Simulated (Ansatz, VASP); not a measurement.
**One calculation of As, two programs**

```
As
1.0
     3.57134    0.00000    0.00000
    -1.78567    3.09287    0.00000
     0.00000    0.00000   20.29528
As
4
Direct
  0.33333 0.66667 0.29059
  0.66667 0.33333 0.22173
  0.16667 0.33333 0.52895
  0.83333 0.66667 0.46009
```

Alike in both runs: task single point; functional PBE; dispersion D3(BJ); k mesh 9 × 9 × 1; occupations gaussian, width 0.05 eV; no spin polarisation.

|  | VASP | Ansatz |
| --- | --- | --- |
| version | VASP 6.6.1 | Ansatz 0.2.0 |
| potentials or method | VASP PAW PBE potentials, release 64 (As), cutoff 520 eV | scalar-relativistic, plane waves, PAW |
| valence electrons in the cell | 20 | 60 |

```tsv
	VASP	Ansatz	Ansatz less VASP
gap on the k mesh at the Fermi level (eV)	1.10	1.12	+0.022
least direct gap on the mesh (eV)	1.63	1.65	+0.024
rms of the force components (eV/Å)	0.064	0.024	-0.0392
```

Atom by atom the forces differ by 0.053 eV/Å (rms over components). VASP's potentials hold 20 valence electrons a cell and Ansatz's 60, so a difference there can come from the potentials and not from the codes.
